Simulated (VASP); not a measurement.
# CaO (I4/mmm) in VASP: a series of runs

The runs below take CaO through single point, with PBE.

Program: VASP 6.6.1. These are calculated values, not measurements. Logs are shortened: lines on timing, memory, paths and dates and some standing lists are left out, and cuts for length are marked.

## (1) The cell of the first run

Symmetry: I4/mmm, No. 139, tetragonal system. Conventional cell: a = 3.463 Å, b = 3.463 Å, c = 5.045 Å, α = 90.00°, β = 90.00°, γ = 90.00°. Ca (site symmetry 4/mmm) has 6 O at 2.45 to 2.52 Å within 3.2 Å. Within 3.2 Å of O (site symmetry 4/mmm) lie 6 Ca at 2.45 to 2.52 Å.

## (2) Single point, PBE (strain +0.000 along x and y, +0.030 along z)

Contents of INCAR:

```
ALGO = Normal ; EDIFF = 1E-7
ENCUT = 520 ; GGA = PE
ISIF = 2 ; ISMEAR = 0
LASPH = True ; LCHARG = False
LREAL = False ; LWAVE = False
NBANDS = 15 ; NELM = 60
PREC = Accurate ; SIGMA = 0.05
```

Contents of KPOINTS:

```
k-points
0
Gamma
  8 8 8
```

Contents of POSCAR:

```
CaO
1.0
    0.0000000000      2.4490000000      2.5224700000
    2.4490000000      0.0000000000      2.5224700000
    2.4490000000      2.4490000000      0.0000000000
Ca O
1 1
Direct
    0.0000000000      0.0000000000      0.0000000000
    0.5000000000      0.5000000000      0.5000000000
```

Potentials or basis: VASP PAW PBE potentials, release 64 (Ca_sv, O).

Started as:

```sh
> cat potpaw_PBE.64/Ca_sv/POTCAR potpaw_PBE.64/O/POTCAR > POTCAR
> mpirun -np 1 vasp_std > vasp.out
```

OUTCAR:

```text
EDIFF = 1E-7
   ENCUT = 520
   GGA = PE
   ISIF = 2
   ISMEAR = 0
   LASPH = True
   LREAL = False
   NELM = 60
   PREC = Accurate

 ion  position               nearest neighbor table
   1  0.000  0.000  0.000-   2 2.45   2 2.45   2 2.45   2 2.45   2 2.52   2 2.52
   2  0.500  0.500  0.500-   1 2.45   1 2.45   1 2.45   1 2.45   1 2.52   1 2.52

  LATTYP: Found a body centered tetragonal cell.
 ALAT       =     3.4634090143
 C/A-ratio  =     1.4566399692

  Lattice vectors:

 A1 = (  -2.4490000000,   0.0000000000,   2.5224700000)
 A2 = (   2.4490000000,   0.0000000000,   2.5224700000)
 A3 = (   0.0000000000,   2.4490000000,  -2.5224700000)

Analysis of symmetry for initial positions (statically):
=====================================================================
 Subroutine PRICEL returns:
 Original cell was already a primitive cell.

 Routine SETGRP: Setting up the symmetry group for a
 body centered tetragonal supercell.

 Subroutine GETGRP returns: Found 16 space group operations
 (whereof 16 operations were pure point group operations)
 out of a pool of 16 trial point group operations.

The static configuration has the point symmetry D_4h.

Analysis of symmetry for dynamics (positions and initial velocities):
=====================================================================
 Subroutine PRICEL returns:
 Original cell was already a primitive cell.

 Routine SETGRP: Setting up the symmetry group for a
 body centered tetragonal supercell.

 Subroutine GETGRP returns: Found 16 space group operations
 (whereof 16 operations were pure point group operations)
 out of a pool of 16 trial point group operations.

The dynamic configuration has the point symmetry D_4h.

 Subroutine INISYM returns: Found 16 space group operations
 (whereof 16 operations are pure point group operations),
 and found     1 'primitive' translations

----------------------------------------------------------------------------------------

                                     Primitive cell

  volume of cell :      30.2575

  direct lattice vectors                    reciprocal lattice vectors
     0.000000000  2.449000000  2.522470000    -0.204164965  0.204164965  0.198218413
     2.449000000  0.000000000  2.522470000     0.204164965 -0.204164965  0.198218413
     2.449000000  2.449000000  0.000000000     0.204164965  0.204164965 -0.198218413

  length of vectors
     3.515744004  3.515744004  3.463409014     0.350224507  0.350224507  0.350224507

  position of ions in fractional coordinates (direct lattice)
     0.000000000  0.000000000  0.000000000
     0.500000000  0.500000000  0.500000000

  ion indices of the primitive-cell ions
   primitive index   ion index
                 1           1
                 2           2

----------------------------------------------------------------------------------------

 KPOINTS: k-points

Automatic generation of k-mesh.
 Grid dimensions read from file:
 generate k-points for:    8    8    8

 Generating k-lattice:

  Cartesian coordinates                     Fractional coordinates (reciprocal lattice)
    -0.025520621  0.025520621  0.024777302     0.125000000  0.000000000  0.000000000
     0.025520621 -0.025520621  0.024777302     0.000000000  0.125000000  0.000000000
     0.025520621  0.025520621 -0.024777302    -0.000000000 -0.000000000  0.125000000

  Length of vectors
     0.043778063  0.043778063  0.043778063

  Shift w.r.t. Gamma in fractional coordinates (k-lattice)
     0.000000000  0.000000000  0.000000000

 Subroutine IBZKPT returns following result:
 ===========================================

 Found     59 irreducible k-points:

 Following reciprocal coordinates:
            Coordinates               Weight
  0.000000  0.000000  0.000000      1.000000
  0.125000 -0.000000  0.000000      8.000000
  0.250000 -0.000000  0.000000      8.000000
  0.375000 -0.000000  0.000000      8.000000
  0.500000 -0.000000  0.000000      4.000000
  0.125000  0.125000  0.000000      2.000000
[... 16 lines left out ...]
  0.250000 -0.000000  0.125000     16.000000
  0.375000 -0.000000  0.125000     16.000000
 [... further k-points ...]
   k-points           NKPTS =     59   k-points in BZ     NKDIM =     59   number of bands    NBANDS=     15
   number of dos      NEDOS =    301   number of ions     NIONS =      2
   total plane-waves  NPLWV =  21952
   dimension x,y,z NGX =    28 NGY =   28 NGZ =   28
   dimension x,y,z NGXF=    56 NGYF=   56 NGZF=   56
   ions per type =               1   1
   NGX,Y,Z   is equivalent  to a cutoff of  13.24, 13.24, 13.44 a.u.
   NGXF,Y,Z  is equivalent  to a cutoff of  26.48, 26.48, 26.88 a.u.
 SYSTEM =  unknown system
   PREC   = accura    normal or accurate (medium, high low for compatibility)
   ISTART =      0    job   : 0-new  1-cont  2-samecut
   ICHARG =      2    charge: 1-file 2-atom 10-const
   ISPIN  =      1    spin polarized calculation?
   LNONCOLLINEAR =      F non collinear calculations
   LSORBIT =      F    spin-orbit coupling
   LASPH  =      T    aspherical Exc in radial PAW
   ENCUT  =  520.0 eV  38.22 Ry    6.18 a.u.   6.54  6.54  6.44*2*pi/ulx,y,z
   NELM   =     60;   NELMIN=  2; NELMDL= -5     # of ELM steps
   EDIFF  = 0.1E-06   stopping-criterion for ELM
   LREAL  =      F    real-space projection
   EDIFFG = 0.1E-05   stopping-criterion for IOM
   NSW    =      0    number of steps for IOM
   IBRION =     -1    ionic relax: 0-MD 1-quasi-New 2-CG
   NFREE  =      0    steps in history (QN), initial steepest desc. (CG)
   ISIF   =      2    stress and relaxation
   ISYM   =      2    0-nonsym 1-usesym 2-fastsym
   POTIM  = 0.5000    time-step for ionic-motion
   TEBEG  =    0.0;   TEEND  =   0.0 temperature during run
   PSTRESS=    0.0 pullay stress
   NELECT =      16.0000    total number of electrons
   NUPDOWN=      -1.0000    fix difference up-down
   EMIN   =  10.00;   EMAX   =-10.00  energy-range for DOS
   EFERMI =   0.00;   METHOD = LEGACY
   ISMEAR =     0;   SIGMA  =   0.05  broadening in eV -4-tet -1-fermi 0-gaus
   EFERMI_NEDOS =   21; number of points for ismear=-14 and -15
   IALGO  =     38    algorithm
   IMIX   =      4    mixing-type and parameters
     AMIX     =   0.40;   BMIX     =  1.00
     AMIX_MAG =   1.60;   BMIX_MAG =  1.00
  volume/ion in A,a.u.               =      15.13       102.09
  Fermi-wavevector in a.u.,A,eV,Ry     =   1.323844  2.501703 23.845083  1.752564
  Thomas-Fermi vector in A             =   2.453423
   LORBIT       =      0    0 simple, 1 ext, 2 COOP (PROOUT), +10 PAW based schemes
   GGA     = PE    functional components
   LHFCALC =     F    Hartree Fock is set to
   AEXX    =    0.0000 exact exchange contribution
   IVDW    =     0    specifies the selected vdW correction
   LEPSILON=     F    determine dielectric tensor
   LRPA    =     F    only Hartree local field effects (RPA)
 non-spin polarized calculation
 Gauss-broadening in eV      SIGMA  =   0.05
  energy-cutoff  :      520.00
  volume of cell :       30.26
 maximum number of plane-waves:       831
 NGX is ok and might be reduce to    28
   NGX = 13   NGY = 13   NGZ = 13

 number of electron      16.0000002 magnetization

 Free energy of the ion-electron system (eV)
  ---------------------------------------------------
  ext. energy  EPLUGINS =         0.00000000
  ---------------------------------------------------
  free energy    TOTEN  =       -12.76424993 eV

  energy without entropy =      -12.76424993  energy(sigma->0) =      -12.76424993

 E-fermi :   2.1730     XC(G=0): -10.0619

 val. band max:        1.8991329860   @ k =   0.0000   0.0000   0.0000
 cond. band min:       5.5029372108   @ k =   0.5000   0.0000   0.5000
 fundamental gap:      3.6038042248
 Fermi energy:         2.1729736041

 k-point     1 :       0.0000    0.0000    0.0000
  band No.  band energies     occupation
      1     -36.1136      2.00000
      2     -16.9496      2.00000
      3     -16.9207      2.00000
      4     -16.9207      2.00000
      5     -13.4878      2.00000
      6       1.8527      2.00000
      7       1.8991      2.00000
      8       1.8991      2.00000
      9       5.9113      0.00000
     10       7.7717      0.00000
     11       7.9526      0.00000
     12       7.9526      0.00000
     13       9.1537      0.00000
     14       9.3714      0.00000
     15      16.4219      0.00000

 k-point     2 :       0.1250   -0.0000    0.0000
  band No.  band energies     occupation
      1     -36.1035      2.00000
      2     -17.0675      2.00000
      3     -16.9483      2.00000
      4     -16.9254      2.00000
      5     -13.3369      2.00000
      6       1.3734      2.00000
      7       1.6907      2.00000
      8       1.7153      2.00000
      9       6.5762      0.00000
     10       7.8323      0.00000
     11       8.0939      0.00000
     12       8.1798      0.00000
     13       9.4679      0.00000
     14       9.6958      0.00000
     15      16.8979      0.00000

 k-point     3 :       0.2500   -0.0000    0.0000
  band No.  band energies     occupation
      1     -36.0790      2.00000
      2     -17.3608      2.00000
      3     -16.9688      2.00000
      4     -16.9365      2.00000
      5     -13.0080      2.00000
      6       0.4468      2.00000
      7       1.3045      2.00000
      8       1.3173      2.00000
      9       7.8234      0.00000
     10       8.0418      0.00000
     11       8.7218      0.00000
     12       8.7742      0.00000
     13      10.2304      0.00000
     14      10.4792      0.00000
     15      16.9164      0.00000

 k-point     4 :       0.3750   -0.0000    0.0000
  band No.  band energies     occupation
      1     -36.0543      2.00000
      2     -17.6181      2.00000
      3     -16.9882      2.00000
      4     -16.9474      2.00000
      5     -12.7135      2.00000
      6      -0.2869      2.00000
      7       0.9666      2.00000
      8       0.9678      2.00000
      9       8.2626      0.00000
     10       9.2193      0.00000
     11       9.4550      0.00000
     12       9.4599      0.00000
     13      11.0625      0.00000
     14      11.3299      0.00000
     15      15.6205      0.00000
[... 307 lines left out ...]
 k-point    22 :       0.1250    0.0000    0.1250
  band No.  band energies     occupation
      1     -36.0997      2.00000
      2     -17.0681      2.00000
      3     -16.9731      2.00000
      4     -16.9492      2.00000
      5     -13.2940      2.00000
      6       1.1200      2.00000
      7       1.7356      2.00000
      8       1.7780      2.00000
      9       6.6174      0.00000
     10       7.4598      0.00000
     11       8.3107      0.00000
     12       8.4616      0.00000
     13       9.3529      0.00000
     14      10.0747      0.00000
     15      17.1148      0.00000

 k-point    23 :       0.2500   -0.0000    0.1250
  band No.  band energies     occupation
      1     -36.0798      2.00000
      2     -17.2798      2.00000
      3     -16.9927      2.00000
      4     -16.9635      2.00000
      5     -13.0728      2.00000
      6       0.5147      2.00000
      7       1.4346      2.00000
      8       1.5298      2.00000
      9       7.2423      0.00000
     10       7.5656      0.00000
     11       8.9017      0.00000
     12       9.0234      0.00000
     13       9.7871      0.00000
     14      10.8340      0.00000
     15      17.4386      0.00000

 k-point    24 :       0.3750   -0.0000    0.1250
  band No.  band energies     occupation
      1     -36.0552      2.00000
      2     -17.5195      2.00000
      3     -17.0122      2.00000
      4     -16.9786      2.00000
      5     -12.8270      2.00000
      6      -0.0269      2.00000
      7       1.0106      2.00000
      8       1.1815      2.00000
      9       7.5504      0.00000
     10       8.7457      0.00000
     11       9.5494      0.00000
     12       9.6623      0.00000
     13      10.6135      0.00000
     14      11.5636      0.00000
     15      16.1347      0.00000

 [... further k-points ...]
[... 5 lines left out ...]
  --------------------------------------------------------------------------------------
  -------------------------------------------------------------------------------------
  Total       -0.9374699     -0.9374699     -1.4397830      0.0000000      0.0000000     -0.0000000
  in kB      -49.6402907    -49.6402907    -76.2384500      0.0000000      0.0000000     -0.0000000
  external PRESSURE =     -58.5063438 kB  Pullay stress =       0.0000000 kB

 VOLUME and BASIS-vectors are now :
 -----------------------------------------------------------------------------
  energy-cutoff  :      520.00
  volume of cell :       30.26
      direct lattice vectors                 reciprocal lattice vectors
     0.000000000  2.449000000  2.522470000    -0.204164965  0.204164965  0.198218413
     2.449000000  0.000000000  2.522470000     0.204164965 -0.204164965  0.198218413
     2.449000000  2.449000000  0.000000000     0.204164965  0.204164965 -0.198218413

 POSITION                                       TOTAL-FORCE (eV/Angst)
 -----------------------------------------------------------------------------------
      0.00000      0.00000      0.00000         0.000000     -0.000000      0.000000
      2.44900      2.44900      2.52247        -0.000000      0.000000     -0.000000
 -----------------------------------------------------------------------------------
    total drift:                                0.000000      0.000000      0.000000

  FREE ENERGIE OF THE ION-ELECTRON SYSTEM (eV)
  ---------------------------------------------------
  free  energy   TOTEN  =       -12.7642499301 eV

  energy  without entropy=      -12.7642499301  energy(sigma->0) =      -12.76424993
```

Wall time 19 s (1 thread of Intel Xeon Platinum 8488C (Sapphire Rapids), shared host); peak memory 0.17 GiB.

Results:

* Free energy: -12.7642 eV
* Pressure: -5.9 GPa
* Band gap on the k mesh: 3.60 eV, indirect (least direct gap 4.01 eV)

Levels at points of the mesh, in eV from the valence-band top:
| k point | band 5 | band 6 | band 7 | band 8 | band 9 | band 10 | band 11 | band 12 |
| --- | --- | --- | --- | --- | --- | --- | --- | --- |
| (0.00, 0.00, 0.00) | -15.39 | -0.05 | 0.00 | 0.00 | 4.01 | 5.87 | 6.05 | 6.05 |
| (0.50, 0.00, 0.00) | -14.50 | -2.46 | -1.07 | -1.06 | 6.63 | 7.84 | 7.87 | 7.89 |
| (0.50, 0.50, 0.00) | -15.16 | -1.42 | -0.36 | -0.36 | 3.69 | 7.40 | 8.40 | 8.93 |
| (0.50, 0.00, 0.50) | -15.15 | -1.29 | -0.44 | -0.41 | 3.60 | 7.41 | 8.41 | 8.85 |

Caveat: the cell differs from its parent crystal (strain +0.000 along x and y, +0.030 along z). A k mesh can miss the band edges.

## (3) Single point, PBE (strain +0.000 along x and y, +0.015 along z)

Contents of INCAR:

```
PREC = Accurate
ENCUT = 520
EDIFF = 1E-6
ISMEAR = 0
SIGMA = 0.05
LREAL = F
LASPH = T
NELM = 80
ALGO = Normal
ISIF = 2
LWAVE = F
LCHARG = F
GGA = PE
NBANDS = 15
```

Contents of KPOINTS:

```
regular mesh
0
Gamma
  8 8 8
```

Contents of POSCAR:

```
CaO
1.0
    0.0000000000      2.4490000000      2.4857350000
    2.4490000000      0.0000000000      2.4857350000
    2.4490000000      2.4490000000      0.0000000000
Ca O
1 1
Direct
    0.0000000000      0.0000000000      0.0000000000
    0.5000000000      0.5000000000      0.5000000000
```

Potentials or basis: VASP PAW PBE potentials, release 64 (Ca_sv, O).

Started as:

```sh
> cat potpaw_PBE.64/Ca_sv/POTCAR potpaw_PBE.64/O/POTCAR > POTCAR
> mpirun -np 1 vasp_std > vasp.out
```

OUTCAR:

```text
PREC = Accurate
   ENCUT = 520
   EDIFF = 1E-6
   ISMEAR = 0
   LREAL = F
   LASPH = T
   NELM = 80
   ISIF = 2
   GGA = PE

 ion  position               nearest neighbor table
   1  0.000  0.000  0.000-   2 2.45   2 2.45   2 2.45   2 2.45   2 2.49   2 2.49
   2  0.500  0.500  0.500-   1 2.45   1 2.45   1 2.45   1 2.45   1 2.49   1 2.49

  LATTYP: Found a body centered tetragonal cell.
 ALAT       =     3.4634090143
 C/A-ratio  =     1.4354267658

  Lattice vectors:

 A1 = (  -2.4490000000,   0.0000000000,   2.4857350000)
[... 610 lines left out ...]
     10       8.9667      0.00000
     11       9.7037      0.00000
     12       9.8002      0.00000
     13      10.7853      0.00000
     14      11.6808      0.00000
     15      16.3869      0.00000

 [... further k-points ...]
[... 5 lines left out ...]
  --------------------------------------------------------------------------------------
  -------------------------------------------------------------------------------------
  Total       -0.7992320     -0.7992320     -1.0840620      0.0000000      0.0000000     -0.0000000
  in kB      -42.9458340    -42.9458340    -58.2508562      0.0000000      0.0000000     -0.0000000
  external PRESSURE =     -48.0475081 kB  Pullay stress =       0.0000000 kB

 VOLUME and BASIS-vectors are now :
 -----------------------------------------------------------------------------
  energy-cutoff  :      520.00
  volume of cell :       29.82
      direct lattice vectors                 reciprocal lattice vectors
     0.000000000  2.449000000  2.485735000    -0.204164965  0.204164965  0.201147749
     2.449000000  0.000000000  2.485735000     0.204164965 -0.204164965  0.201147749
     2.449000000  2.449000000  0.000000000     0.204164965  0.204164965 -0.201147749

 POSITION                                       TOTAL-FORCE (eV/Angst)
 -----------------------------------------------------------------------------------
      0.00000      0.00000      0.00000         0.000000     -0.000000      0.000000
      2.44900      2.44900      2.48574        -0.000000      0.000000      0.000000
 -----------------------------------------------------------------------------------
    total drift:                                0.000000      0.000000      0.000000

  FREE ENERGIE OF THE ION-ELECTRON SYSTEM (eV)
  ---------------------------------------------------
  free  energy   TOTEN  =       -12.7823792493 eV

  energy  without entropy=      -12.7823792493  energy(sigma->0) =      -12.78237925
```

stdout:

```text
POSCAR found type information on POSCAR CaO
 POSCAR found :  2 types and       2 ions
 scaLAPACK will be used
 LDA part: xc-table for (Slater+PW92), standard interpolation
 POSCAR, INCAR and KPOINTS ok, starting setup
 FFT: planning ... GRIDC
 FFT: planning ... GRID_SOFT
 FFT: planning ... GRID
 WAVECAR not read
 entering main loop
```

Wall time 21 s (1 thread of Intel Xeon Platinum 8488C (Sapphire Rapids), shared host); peak memory 0.17 GiB.

What came out:

```
Free energy            : -12.7824 eV
Pressure               : -4.8 GPa
Band gap on the k mesh : 3.62 eV, indirect (least direct gap 4.02 eV)
```

Stress tensor (GPa, compression positive):
```
-4.29  0.00  0.00
 0.00 -4.29  0.00
 0.00  0.00 -5.83
```

Caveat: the cell differs from its parent crystal (strain +0.000 along x and y, +0.015 along z).
